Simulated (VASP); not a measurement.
Runs of VASP 6.6.1 on AlN. The structure is that of space group F-43m (No. 216), or close to it. The cells are those of the table. 

```tsv
task	level	cell	cutoff (eV)	gap on the mesh (eV)	pressure (GPa)	relaxed volume (Å³/atom)
relaxation of cell and atoms	PBE	relaxed from a = 3.089 Å, angles 60.0°, 2 atoms	600	3.60	0.0	10.65
single point	PBE	a = 3.113 Å, angles 60.0°, 2 atoms	520	3.60	-0.3	-
relaxation of cell and atoms	r2SCAN+rVV10	relaxed from a = 3.089 Å, angles 60.0°, 2 atoms	600	4.20	-0.1	(a)
single point	r2SCAN+rVV10	a = 3.086 Å, angles 60.0°, 2 atoms	520	4.20	-0.3	-
single point	PBEsol	a = 3.095 Å, angles 60.0°, 2 atoms	520	3.49	0.0	-
relaxation of cell and atoms	PBEsol	relaxed from a = 3.089 Å, angles 60.0°, 2 atoms	600	3.49	0.0	10.48
```

Alike in all rows: potentials or basis VASP PAW PBE potentials, release 64 (Al, N); no spin polarisation; k mesh 7 × 7 × 7; smearing gaussian 0.01 eV.

**Question.** Fill in the values left out.

**Answer.** (a) 10.38.

Caveats: the PAW data sets were made with another functional, which shifts forces and pressure a little (some runs).

A k mesh can miss the band edges.
